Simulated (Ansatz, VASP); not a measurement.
**SnO2: VASP beside Ansatz**

```xyz
3
Lattice="1.6627 0.9599 4.5410 -1.6627 0.9599 4.5410 0.0000 -1.9199 4.5410" Properties=species:S:1:pos:R:3 pbc="T T T"
Sn    0.0000    0.0000    6.8115
O     0.0000    0.0000    3.2310
O     0.0000    0.0000   10.3921
```

Alike in both runs: task single point; functional PBEsol; k mesh 12 × 12 × 12; occupations gaussian, width 0.05 eV; no spin polarisation.

```csv
,VASP,Ansatz
version,VASP 6.6.1,Ansatz 0.2.0
potentials or method,"VASP PAW PBE potentials, release 64 (Sn_d, O), cutoff 520 eV","scalar-relativistic, plane waves, PAW"
valence electrons in the cell,26,26
```

VASP gave:

* gap on the k mesh at the Fermi level (eV): 1.25
* least direct gap on the mesh (eV): 1.32
* pressure (GPa): -9.3
* traceless stress, the component that is largest in VASP (GPa): 6.32
* rms of the force components (eV/Å): 0.078

**Question.** What did Ansatz give for the same quantities?

**Answer.** gap on the k mesh at the Fermi level (eV): 1.26; least direct gap on the mesh (eV): 1.34; pressure (GPa): -9.7; traceless stress, the component that is largest in VASP (GPa): 6.72; rms of the force components (eV/Å): 0.097.

VASP's potentials were made for PBE, not for PBEsol. Atom by atom the forces differ by 0.019 eV/Å (rms over components). With one functional, cell and mesh, what is left measures potentials, basis and numerics.
